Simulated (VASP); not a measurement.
Set up this calculation in VASP 6.6.1, as the native input.

- Task: single point
- Functional: r2SCAN
- Potentials or basis: VASP PAW PBE potentials, release 64 (Ba_sv, Co, S)
- Cutoff: 520 eV
- k mesh: 7 × 7 × 7
- Occupations: fermi-dirac, width 0.1 eV
- Spin: no spin polarisation
- Dipole correction: no
- Further INCAR settings: ALGO = Normal; EDIFF = 1e-06; NBANDS = 38

Ba2Co3S2:

```
Ba Co S
1.0
     0.00000   -3.24140    4.65577
     2.74556   -1.72295   -4.65577
     3.11534    1.72295    4.65577
Ba Co S
2 3 2
Direct
  0.00000 0.00000 0.00000
  0.50000 0.50000 0.50000
  0.00000 0.50000 0.50000
  0.50000 0.00000 0.50000
  0.00000 0.00000 0.50000
  0.72100 0.27900 0.83700
  0.27900 0.72100 0.16300
```

The input as run:

POSCAR

```
Ba2Co3S2
1.0
    0.0000000000     -3.2414050000      4.6557740000
    2.7455580000     -1.7229540000     -4.6557740000
    3.1153440000      1.7229540000      4.6557740000
Ba Co S
2 3 2
Direct
    0.0000000000      0.0000000000      0.0000000000
    0.5000000000      0.5000000000      0.5000000000
    0.0000000000      0.5000000000      0.5000000000
    0.5000000000      0.0000000000      0.5000000000
    0.0000000000      0.0000000000      0.5000000000
    0.7210000000      0.2790000000      0.8370000000
    0.2790000000      0.7210000000      0.1630000000
```

INCAR.step1

```
SYSTEM = Ba2Co3S2
PREC = Accurate
ENCUT = 520
ISMEAR = -1
SIGMA = 0.1
LREAL = .FALSE.
LASPH = .TRUE.
NELM = 60
NBANDS = 38
GGA = PE
ALGO = Normal
EDIFF = 1E-4
LWAVE = .TRUE.
LCHARG = .FALSE.
```

INCAR.step2

```
SYSTEM = Ba2Co3S2
PREC = Accurate
ENCUT = 520
EDIFF = 1E-6
ISMEAR = -1
SIGMA = 0.1
LREAL = .FALSE.
LASPH = .TRUE.
NELM = 60
ALGO = Normal
ISIF = 2
LWAVE = .FALSE.
LCHARG = .FALSE.
METAGGA = R2SCAN
LMIXTAU = .TRUE.
NBANDS = 38
ISTART = 1
```

KPOINTS

```
Automatic mesh
0
G
  7 7 7
  0 0 0
```

Potentials or basis: VASP PAW PBE potentials, release 64 (Ba_sv, Co, S).

The run is started by

```sh
$ cat potpaw_PBE.64/Ba_sv/POTCAR potpaw_PBE.64/Co/POTCAR potpaw_PBE.64/S/POTCAR > POTCAR
$ cp INCAR.step1 INCAR
$ mpirun -np 1 vasp_std > vasp.out
$ cp INCAR.step2 INCAR
$ mpirun -np 1 vasp_std > vasp.out
```

Results of the run:

```
Pressure               : 1.0 GPa
Largest force          : 2.329 eV/Å
Band gap on the k mesh : zero (an odd number of electrons rules out a gap without spin polarisation)
```

Caveat: the PAW data sets were made with another functional, which shifts forces and pressure a little; spin-orbit coupling is left out, which moves the levels of the heavy elements; the run has no spin polarisation, though such a crystal can be magnetic.

It took 17 min on 1 thread of Intel(R) Xeon(R) Platinum 8259CL CPU @ 2.50GHz (Skylake/Cascade Lake), on a shared host, peak memory 0.45 GiB.
